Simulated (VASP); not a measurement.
Al3B2Sb, 6 atoms in the cell. Symmetry: P3m1, No. 156, trigonal system. The conventional cell has a = 3.150 Å, b = 3.150 Å, c = 10.250 Å, α = 90.00°, β = 90.00°, γ = 120.00°. Al (site symmetry 3m) has 6 B at 2.48 Å and 3 Sb at 2.78 Å and 6 Al at 3.15 Å within 3.3 Å. Al (site symmetry 3m) has 6 B at 2.48 Å and 9 Al at 3.15 to 3.18 Å within 3.3 Å. Within 3.7 Å of Al (site symmetry 3m) lie 3 Sb at 2.82 Å and 9 Al at 3.15 to 3.18 Å. B (site symmetry 3m) has 3 B at 1.82 Å within 2.4 Å. B (site symmetry 3m) has 3 B at 1.82 Å within 2.4 Å. Within 3.7 Å of Sb (site symmetry 3m) lie 6 Al at 2.78 to 2.82 Å and 6 Sb at 3.15 Å. 

* Program: VASP 6.6.1
* Task: relaxation of cell and atoms
* Functional: PBE
* Potentials or basis: VASP PAW PBE potentials, release 64 (Al, B, Sb)
* Cutoff: 600 eV
* k mesh: 6 × 6 × 2
* Occupations: gaussian, width 0.2 eV
* Spin: no spin polarisation
* Dipole correction: no
* Further INCAR settings: ALGO = Normal; EDIFF = 1e-07; IBRION = 2; EDIFFG = -0.08; NSW = 36; ISIF = 3

Potentials or basis: VASP PAW PBE potentials, release 64 (Al, B, Sb).

Command:

```console
$ cat potpaw_PBE.64/Al/POTCAR potpaw_PBE.64/B/POTCAR potpaw_PBE.64/Sb/POTCAR > POTCAR
$ mpirun -np 1 vasp_std > vasp.out
```

Hardware: 1 thread of Intel(R) Xeon(R) 6975P-C (Granite Rapids), on a shared host.

Problem. Estimate the wall time of this run.

Solution. Wall time 3.3 min on 1 thread of Intel(R) Xeon(R) 6975P-C (Granite Rapids), on a shared host, peak memory 0.26 GiB. Counts: scf iterations 107, k points 14, ion steps 13.
